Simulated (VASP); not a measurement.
# Zn8O7 (a cell with a defect) in VASP: notebook

Zn8O7 (a cell with a defect) is run at these levels: PBE; tasks: single point.

All numbers are computed with VASP 6.6.1; they aren't measurements. Logs are shortened: lines on timing, memory, paths and dates and some standing lists are left out, and cuts for length are marked.

## Step 1: The cell of the first run

The cell holds a defect, 15 atoms: a = 6.227 Å, b = 6.227 Å, c = 6.559 Å, α = 105.27°, β = 105.27°, γ = 116.44°.

## Step 2: Single point, PBE (atoms taken out, then relaxed in part)

Contents of INCAR:

```
ALGO = Normal
EDIFF = 1E-7
ENCUT = 520
GGA = PE
ISIF = 2
ISMEAR = 0
LASPH = True
LCHARG = False
LREAL = Auto
LWAVE = False
NBANDS = 82
NELECT = 136.0
NELM = 100
PREC = Accurate
SIGMA = 0.05
```

Contents of KPOINTS:

```
k-points
0
Gamma
  4 4 4
```

Contents of POSCAR:

```
Zn8O7
1.0
   -3.2794753222      0.0000000000     -5.2931304608
   -3.2794753222      0.0000000000      5.2931304608
    3.2794753222      5.6802178802      0.0000000000
Zn O
8 7
Direct
    0.7009912274      0.6395724343      0.3405636617
    0.1674614195      0.1675429310      0.3350043505
    0.6625205782      0.6652693086      0.8297979904
    0.1645286819      0.1672774122      0.8297979904
    0.0306869414      0.5487458389      0.1416244115
    0.5928785726      0.1109374701      0.1416244115
    0.0811130686      0.5887774528      0.6698905214
    0.5951395043      0.1159678281      0.7111073325
    0.9772401100      0.3589372267      0.3361773367
    0.4734968097      0.8519715707      0.8314076257
    0.9794360550      0.3579108160      0.8314076257
    0.8930335385      0.7750502614      0.1666283153
    0.3915780538      0.2735947768      0.1666283153
    0.8920756100      0.7791554518      0.6712310618
    0.3930518184      0.2707238980      0.6637757164
```

Potentials or basis: VASP PAW PBE potentials, release 64 (Zn, O).

Run with:

```sh
cat potpaw_PBE.64/Zn/POTCAR potpaw_PBE.64/O/POTCAR > POTCAR
mpirun -np 1 vasp_std > vasp.out
```

OUTCAR:

```text
EDIFF = 1E-7
   ENCUT = 520
   GGA = PE
   ISIF = 2
   ISMEAR = 0
   LASPH = True
   LREAL = Auto
   NELECT = 136.0
   NELM = 100
   PREC = Accurate

 ion  position               nearest neighbor table
   1  0.701  0.640  0.341-  14 1.90  12 1.94  13 1.94   5 2.88   6 2.88   7 2.95
   2  0.167  0.168  0.335-  15 1.98  13 1.99  12 1.99   9 2.02
   3  0.663  0.665  0.830-  14 1.97  10 1.99  15 2.00  12 2.02
   4  0.165  0.167  0.830-  14 1.97  11 1.99  15 2.00  13 2.02
   5  0.031  0.549  0.142-  11 1.92  12 1.94   9 1.95   8 2.84   6 2.87   1 2.88
   6  0.593  0.111  0.142-  10 1.92  13 1.94   9 1.95   8 2.84   5 2.87   1 2.88
   7  0.081  0.589  0.670-  11 1.98  10 1.98  14 2.01   9 2.01   1 2.95
   8  0.595  0.116  0.711-  15 1.91  10 1.95  11 1.95   6 2.84   5 2.84
   9  0.977  0.359  0.336-   5 1.95   6 1.95   7 2.01   2 2.02
  10  0.473  0.852  0.831-   6 1.92   8 1.95   7 1.98   3 1.99
  11  0.979  0.358  0.831-   5 1.92   8 1.95   7 1.98   4 1.99
  12  0.893  0.775  0.167-   1 1.94   5 1.94   2 1.99   3 2.02
  13  0.392  0.274  0.167-   1 1.94   6 1.94   2 1.99   4 2.02
  14  0.892  0.779  0.671-   1 1.90   3 1.97   4 1.97   7 2.01
  15  0.393  0.271  0.664-   8 1.91   2 1.98   4 2.00   3 2.00

  LATTYP: Found a face centered orthorhombic cell.
 ALAT       =     6.5589506444
 B/A-ratio  =     1.6140174695
 C/A-ratio  =     1.7320508076

  Lattice vectors:

 A1 = (   0.0000000000,   5.6802178802,   5.2931304608)
 A2 = (  -3.2794753222,   5.6802178802,   0.0000000000)
 A3 = (  -3.2794753222,   0.0000000000,   5.2931304608)

Analysis of symmetry for initial positions (statically):
=====================================================================
 Subroutine PRICEL returns:
 Original cell was already a primitive cell.

 Routine SETGRP: Setting up the symmetry group for a
 face centered orthorhombic supercell.

 Subroutine GETGRP returns: Found  2 space group operations
 (whereof  2 operations were pure point group operations)
 out of a pool of  8 trial point group operations.

The static configuration has the point symmetry C_1h.

Analysis of symmetry for dynamics (positions and initial velocities):
=====================================================================
 Subroutine PRICEL returns:
 Original cell was already a primitive cell.

 Routine SETGRP: Setting up the symmetry group for a
 face centered orthorhombic supercell.

 Subroutine GETGRP returns: Found  2 space group operations
 (whereof  2 operations were pure point group operations)
 out of a pool of  8 trial point group operations.

The dynamic configuration has the point symmetry C_1h.

 Subroutine INISYM returns: Found  2 space group operations
 (whereof  2 operations are pure point group operations),
 and found     1 'primitive' translations

----------------------------------------------------------------------------------------

                                     Primitive cell

  volume of cell :     197.2023

  direct lattice vectors                    reciprocal lattice vectors
    -3.279475322  0.000000000 -5.293130461    -0.152463413  0.088024792 -0.094462059
    -3.279475322  0.000000000  5.293130461    -0.152463413  0.088024792  0.094462059
     3.279475322  5.680217880  0.000000000     0.000000000  0.176049585  0.000000000

  length of vectors
     6.226731764  6.226731764  6.558950644     0.199791233  0.199791233  0.176049585

  position of ions in fractional coordinates (direct lattice)
     0.700991227  0.639572434  0.340563662
     0.167461420  0.167542931  0.335004351
     0.662520578  0.665269309  0.829797990
     0.164528682  0.167277412  0.829797990
     0.030686941  0.548745839  0.141624411
     0.592878573  0.110937470  0.141624411
     0.081113069  0.588777453  0.669890521
[... 28 lines left out ...]

 KPOINTS: k-points

Automatic generation of k-mesh.
 Grid dimensions read from file:
 generate k-points for:    4    4    4

 Generating k-lattice:

  Cartesian coordinates                     Fractional coordinates (reciprocal lattice)
    -0.038115853  0.022006198 -0.023615515     0.250000000  0.000000000  0.000000000
    -0.038115853  0.022006198  0.023615515     0.000000000  0.250000000  0.000000000
     0.000000000  0.044012396  0.000000000     0.000000000  0.000000000  0.250000000

  Length of vectors
     0.049947808  0.049947808  0.044012396

  Shift w.r.t. Gamma in fractional coordinates (k-lattice)
     0.000000000  0.000000000  0.000000000

 Subroutine IBZKPT returns following result:
 ===========================================

 Found     24 irreducible k-points:

 Following reciprocal coordinates:
            Coordinates               Weight
  0.000000  0.000000  0.000000      1.000000
  0.250000  0.000000  0.000000      4.000000
 -0.000000 -0.250000  0.000000      4.000000
  0.500000  0.000000  0.000000      2.000000
  0.000000  0.500000  0.000000      2.000000
  0.250000  0.250000  0.000000      4.000000
[... 16 lines left out ...]
 -0.250000  0.250000  0.500000      2.000000
  0.500000  0.500000  0.500000      1.000000
   k-points           NKPTS =     24   k-points in BZ     NKDIM =     24   number of bands    NBANDS=     82
   number of dos      NEDOS =    301   number of ions     NIONS =     15
   total plane-waves  NPLWV = 115200
   dimension x,y,z NGX =    48 NGY =   48 NGZ =   50
   dimension x,y,z NGXF=    96 NGYF=   96 NGZF=  100
   ions per type =               8   7
   NGX,Y,Z   is equivalent  to a cutoff of  12.82, 12.82, 12.67 a.u.
   NGXF,Y,Z  is equivalent  to a cutoff of  25.63, 25.63, 25.35 a.u.
 SYSTEM =  unknown system
   PREC   = accura    normal or accurate (medium, high low for compatibility)
   ISTART =      0    job   : 0-new  1-cont  2-samecut
   ICHARG =      2    charge: 1-file 2-atom 10-const
   ISPIN  =      1    spin polarized calculation?
   LNONCOLLINEAR =      F non collinear calculations
   LSORBIT =      F    spin-orbit coupling
   LASPH  =      T    aspherical Exc in radial PAW
   ENCUT  =  520.0 eV  38.22 Ry    6.18 a.u.  11.58 11.58 12.20*2*pi/ulx,y,z
   NELM   =    100;   NELMIN=  2; NELMDL= -5     # of ELM steps
   EDIFF  = 0.1E-06   stopping-criterion for ELM
   LREAL  =      T    real-space projection
   EDIFFG = 0.1E-05   stopping-criterion for IOM
   NSW    =      0    number of steps for IOM
   IBRION =     -1    ionic relax: 0-MD 1-quasi-New 2-CG
   NFREE  =      0    steps in history (QN), initial steepest desc. (CG)
   ISIF   =      2    stress and relaxation
   ISYM   =      2    0-nonsym 1-usesym 2-fastsym
   POTIM  = 0.5000    time-step for ionic-motion
   TEBEG  =    0.0;   TEEND  =   0.0 temperature during run
   PSTRESS=    0.0 pullay stress
   NELECT =     136.0000    total number of electrons
   NUPDOWN=      -1.0000    fix difference up-down
   EMIN   =  10.00;   EMAX   =-10.00  energy-range for DOS
   EFERMI =   0.00;   METHOD = LEGACY
   ISMEAR =     0;   SIGMA  =   0.05  broadening in eV -4-tet -1-fermi 0-gaus
   EFERMI_NEDOS =   21; number of points for ismear=-14 and -15
   IALGO  =     38    algorithm
   IMIX   =      4    mixing-type and parameters
     AMIX     =   0.40;   BMIX     =  1.00
     AMIX_MAG =   1.60;   BMIX_MAG =  1.00
  volume/ion in A,a.u.               =      13.15        88.72
  Fermi-wavevector in a.u.,A,eV,Ry     =   1.446385  2.733271 28.463778  2.092029
  Thomas-Fermi vector in A             =   2.564459
   LORBIT       =      0    0 simple, 1 ext, 2 COOP (PROOUT), +10 PAW based schemes
   GGA     = PE    functional components
   LHFCALC =     F    Hartree Fock is set to
   AEXX    =    0.0000 exact exchange contribution
   IVDW    =     0    specifies the selected vdW correction
   LEPSILON=     F    determine dielectric tensor
   LRPA    =     F    only Hartree local field effects (RPA)
 non-spin polarized calculation
 Gauss-broadening in eV      SIGMA  =   0.05
  energy-cutoff  :      520.00
  volume of cell :      197.20
 maximum number of plane-waves:      5348
 NGX is ok and might be reduce to    48
   NGX = 23   NGY = 23   NGZ = 25

 number of electron     136.0000003 magnetization

 Free energy of the ion-electron system (eV)
  ---------------------------------------------------
  ext. energy  EPLUGINS =         0.00000000
  ---------------------------------------------------
  free energy    TOTEN  =       -65.85098545 eV

  energy without entropy =      -65.85044808  energy(sigma->0) =      -65.85071676

 E-fermi :   0.6531     XC(G=0): -10.2161

 val. band max:        0.6174467249   @ k =   0.0000   0.0000   0.0000
 cond. band min:       0.6885918828   @ k =   0.0000   0.0000   0.0000
 fundamental gap:      0.0711451579
 Fermi energy:         0.6531279620

 k-point     1 :       0.0000    0.0000    0.0000
  band No.  band energies     occupation
      1     -17.3052      2.00000
      2     -16.8051      2.00000
      3     -16.7812      2.00000
      4     -16.6875      2.00000
      5     -16.6254      2.00000
      6     -16.4807      2.00000
[... 1981 lines left out ...]
     79       9.0712      0.00000
     80       9.3544      0.00000
 [bands above 80 left out]

------------------------ aborting loop because EDIFF is reached ----------------------------------------

  FORCE on cell =-STRESS in cart. coord.  units (eV):
  Direction    XX          YY          ZZ          XY          YZ          ZX
  --------------------------------------------------------------------------------------
  -------------------------------------------------------------------------------------
  Total       -7.5380819     -6.9222391     -7.9579935      0.0000000      0.2129547      0.0000000
  in kB      -61.2434260    -56.2399881    -64.6550136      0.0000000      1.7301582      0.0000000
  external PRESSURE =     -60.7128093 kB  Pullay stress =       0.0000000 kB

 VOLUME and BASIS-vectors are now :
 -----------------------------------------------------------------------------
  energy-cutoff  :      520.00
  volume of cell :      197.20
      direct lattice vectors                 reciprocal lattice vectors
    -3.279475322  0.000000000 -5.293130461    -0.152463413  0.088024792 -0.094462059
    -3.279475322  0.000000000  5.293130461    -0.152463413  0.088024792  0.094462059
     3.279475322  5.680217880  0.000000000     0.000000000  0.176049585  0.000000000

 POSITION                                       TOTAL-FORCE (eV/Angst)
 -----------------------------------------------------------------------------------
     -3.27948      1.93448     -0.32510         0.000000     -0.018360      0.036582
     -0.00000      1.90290      0.00043         0.000000     -0.001330      0.014365
     -1.63315      4.71343      0.01455         0.006427      0.007722     -0.004216
      1.63315      4.71343      0.01455        -0.006427      0.007722     -0.004216
     -1.43578      0.80446      2.74215        -0.029472      0.030102     -0.013555
     -1.84369      0.80446     -2.55098         0.029472      0.030102     -0.013555
      0.00000      3.80512      2.68713         0.000000     -0.010893     -0.000097
      0.00000      4.03924     -2.53632         0.000000     -0.033150     -0.025106
     -3.27948      1.90956     -3.27276        -0.000000      0.035590     -0.033198
     -1.62026      4.72258      2.00332         0.033577     -0.027183     -0.034609
     -1.65922      4.72258     -3.28981        -0.033577     -0.027183     -0.034609
     -4.92399      0.94649     -0.62450        -0.030853     -0.008920      0.036679
     -1.63496      0.94649     -0.62450         0.030853     -0.008920      0.036679
     -3.27948      3.81274     -0.59770        -0.000000      0.040713      0.004625
      0.00000      3.77039     -0.64750        -0.000000     -0.016015      0.034234
 -----------------------------------------------------------------------------------
    total drift:                               -0.000115      0.003773      0.003596

  FREE ENERGIE OF THE ION-ELECTRON SYSTEM (eV)
  ---------------------------------------------------
  free  energy   TOTEN  =       -65.8509854482 eV

  energy  without entropy=      -65.8504480804  energy(sigma->0) =      -65.85071676
```

Wall time 7.7 min (1 thread of Intel Xeon 6975P-C (Granite Rapids), shared host); peak memory 0.47 GiB.

What came out:

```yaml
Free_energy: -65.8510 eV
Largest_force: 0.055 eV/Å
```

Forces in eV/Å, atoms in the order of the input:
```
Zn   0.000 -0.018  0.037
Zn   0.000 -0.001  0.014
Zn   0.006  0.008 -0.004
Zn  -0.006  0.008 -0.004
Zn  -0.029  0.030 -0.014
Zn   0.029  0.030 -0.014
Zn   0.000 -0.011  0.000
Zn   0.000 -0.033 -0.025
O    0.000  0.036 -0.033
O    0.034 -0.027 -0.035
O   -0.034 -0.027 -0.035
O   -0.031 -0.009  0.037
O    0.031 -0.009  0.037
O    0.000  0.041  0.005
O    0.000 -0.016  0.034
```

Caveat: the cell carries a net charge on a neutralising background, which shifts energy and pressure; the cell differs from its parent crystal (atoms taken out, then relaxed in part); the cell is charged against a uniform background, so pressure and absolute levels hang on convention.

## Step 3: Single point, PBE

Contents of INCAR:

```
SYSTEM = Zn8O7
  PREC = Accurate
  ENCUT = 520
  EDIFF = 1E-6
  ISMEAR = 0
  SIGMA = 0.05
  LREAL = Auto
  LASPH = .TRUE.
  NELM = 60
  ALGO = Normal
  ISIF = 2
  LWAVE = .FALSE.
  LCHARG = .FALSE.
  GGA = PE
  NELECT = 136.0
  NBANDS = 82
```

Contents of KPOINTS:

```
Automatic mesh
0
G
  4 4 4
  0 0 0
```

Contents of POSCAR:

```
Zn8O7
1.0
   -3.2794753222      0.0000000000     -5.2931304608
   -3.2794753222      0.0000000000      5.2931304608
    3.2794753222      5.6802178802      0.0000000000
Zn O
8 7
Direct
    0.7009912256      0.6395723729      0.3405636968
    0.1674614884      0.1675429147      0.3350044030
    0.6625205607      0.6652692177      0.8297979231
    0.1645287054      0.1672773624      0.8297979231
    0.0306870548      0.5487458898      0.1416244970
    0.5928786670      0.1109375890      0.1416244970
    0.0811130409      0.5887774599      0.6698905007
    0.5951395225      0.1159678831      0.7111074056
    0.9772401197      0.3589372035      0.3361774214
    0.4734967881      0.8519714950      0.8314075445
    0.9794359568      0.3579107508      0.8314075445
    0.8930335062      0.7750502060      0.1666282914
    0.3915779871      0.2735946869      0.1666282914
    0.8920755769      0.7791554431      0.6712311183
    0.3930518793      0.2707238912      0.6637757705
```

Potentials or basis: VASP PAW PBE potentials, release 64 (Zn, O).

Run with:

```sh
cat potpaw_PBE.64/Zn/POTCAR potpaw_PBE.64/O/POTCAR > POTCAR
mpirun -np 1 vasp_std > vasp.out
```

It took 6.1 min on 1 thread of Intel Xeon 6975P-C (Granite Rapids), shared host; peak memory 0.47 GiB.

The run converged. Its results:

* Free energy: -65.8510 eV
* Largest force: 0.055 eV/Å

Forces in eV/Å, atoms in the order of the input:
```
Zn   0.000 -0.018  0.036
Zn   0.000 -0.001  0.014
Zn   0.006  0.008 -0.004
Zn  -0.006  0.008 -0.004
Zn  -0.029  0.030 -0.014
Zn   0.029  0.030 -0.014
Zn   0.000 -0.011  0.000
Zn   0.000 -0.033 -0.025
O    0.000  0.036 -0.033
O    0.034 -0.027 -0.035
O   -0.034 -0.027 -0.035
O   -0.031 -0.009  0.037
O    0.031 -0.009  0.037
O    0.000  0.041  0.005
O    0.000 -0.016  0.034
```

Levels at points of the mesh, in eV from the Fermi level:
```tsv
k point	band 65	band 66	band 67	band 68	band 69	band 70	band 71	band 72
(0.00, 0.00, 0.00)	-0.85	-0.26	-0.12	-0.04	0.04	2.85	4.92	5.05
(0.50, 0.00, 0.00)	-0.93	-0.70	-0.59	-0.53	2.23	2.87	4.49	4.76
(0.00, 0.50, 0.00)	-0.78	-0.74	-0.64	-0.48	2.23	2.79	4.72	4.86
(0.50, 0.50, 0.00)	-0.71	-0.68	-0.24	-0.21	1.81	2.82	3.98	4.84
(0.00, 0.00, 0.50)	-0.85	-0.82	-0.38	-0.24	1.88	2.57	4.34	5.19
(0.50, 0.50, 0.50)	-1.08	-0.98	-0.92	-0.64	2.62	3.68	3.90	4.56
```

Caveat: the cell carries a net charge on a neutralising background, which shifts energy and pressure; the cell is charged against a uniform background, so pressure and absolute levels hang on convention.
